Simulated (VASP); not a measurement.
The system is SiO2 (Stishovite).

```
Si O
1.0
     4.37185    0.00000    0.00000
     0.00000    4.37185    0.00000
     0.00000    0.00000    2.78787
Si O
2 4
Direct
  0.00000 0.00000 0.00000
  0.50000 0.50000 0.50000
  0.31149 0.31149 0.00000
  0.18851 0.81149 0.50000
  0.68851 0.68851 0.00000
  0.81149 0.18851 0.50000
```

This cell differs from its parent crystal: strain +4.5%.

Base run:

```yaml
Program: VASP 6.6.1
Functional: PBE
Potentials_or_basis: VASP PAW PBE potentials, release 64 (Si, O)
Cutoff: 520 eV
k_mesh: 6 × 6 × 10
Occupations: fermi-dirac, width 0.02 eV
Spin: no spin polarisation
```

Its results: band gap on the k mesh 3.56 eV, direct; pressure -21.8 GPa; largest force 0.106 eV/Å.

Problem. The run is repeated on the same cell with these changes: functional from PBE to r2SCAN; occupations from fermi-dirac, width 0.02 eV to gaussian, width 0.01 eV. What comes out?

Solution. Band gap on the k mesh 4.43 eV, direct; pressure -30.8 GPa; largest force 0.014 eV/Å.

Caveats: the PAW data sets were made with another functional, which shifts forces and pressure a little (some runs).

